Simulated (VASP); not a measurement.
Ti3Si:

```
Ti Si
1.0
     0.00000   -3.20002    3.20002
     3.20002   -3.20002    0.00000
     3.20002    0.00000    3.20002
Ti Si
3 1
Cartesian
  0.0000 0.0000 0.0000
  1.6000 -1.6000 1.6000
  3.2000 -3.2000 3.2000
  4.8000 -4.8000 4.8000
```

```yaml
Program: VASP 6.6.1
Task: relaxation of cell and atoms
Functional: r2SCAN
Potentials_or_basis: VASP PAW PBE potentials, release 64 (Ti_sv, Si)
Cutoff: 600 eV
k_mesh: 12 × 12 × 12
Occupations: gaussian, width 0.1 eV
Spin: no spin polarisation
```

At the start: pressure -8.0 GPa; volume 16.38 Å³/atom.

**Question.** How do energy, volume and symmetry change on relaxing?

**Answer.** Over 3 steps the energy falls by 26.6 meV/atom and the volume is 15.37 Å³/atom (-6.2 %); space group Fm-3m (No. 225, to 0.1 Å) before and after.

Step by step:
```
step  energy change (eV)  largest force (eV/Å)  pressure (GPa)  volume (Å³)
   1              0.0000                0.0000           -7.97        65.54
   2             -0.0192                0.0000            8.71        58.11
   3             -0.1066                0.0000           -0.08        61.50
```

Final structure:
```yaml
crystal:
  lattice:
    - [0.00000, -3.13286, 3.13286]
    - [3.13286, -3.13286, 0.00000]
    - [3.13286, 0.00000, 3.13286]
  atoms:
    - { symbol: Ti, position: [0.00000, 0.00000, 0.00000] }
    - { symbol: Ti, position: [0.25000, 0.25000, 0.25000] }
    - { symbol: Ti, position: [0.50000, 0.50000, 0.50000] }
    - { symbol: Si, position: [0.75000, 0.75000, 0.75000] }
```

Caveat: the PAW data sets were made with another functional, which shifts forces and pressure a little.
